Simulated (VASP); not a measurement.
Input of a VASP 6.6.1 run:

Contents of INCAR:

```
PREC = Accurate
ENCUT = 910
EDIFF = 1E-6
ISMEAR = -1
SIGMA = 0.02
LREAL = False
LASPH = True
NELM = 120
ALGO = Normal
ISIF = 2
LWAVE = False
LCHARG = False
GGA = PE
NBANDS = 16
GGA_COMPAT = False
```

Contents of KPOINTS:

```
regular mesh
0
Gamma
  10 10 10
```

POSCAR

```
ZnO
1.0
   -0.0354205886      2.0983498077      2.0983498077
    2.0983498077     -0.0354205886      2.0983498077
    2.0983498077      2.0983498077     -0.0354205886
Zn O
1 1
Direct
    0.0000000000      0.0000000000      0.0000000000
    0.5000000000      0.5000000000      0.5000000000
```

Potentials or basis: VASP PAW PBE potentials, release 64 (Zn, O_h).

The run is started by

```sh
$ cat potpaw_PBE.64/Zn/POTCAR potpaw_PBE.64/O_h/POTCAR > POTCAR
$ mpirun -np 1 vasp_std > vasp.out
```

(1) Predict the band gap on the k mesh.

(2) Predict the pressure.

Results:

(1) 1.02 eV, indirect (least direct gap 2.40 eV).

(2) 14.3 GPa.

Caveat: the cell differs from its parent crystal (strain along [111] -2.5%); the cutoff is under 1.25 times the usual one of these potentials, so pressure, stress and relaxed cells hold a basis-set (Pulay) error.
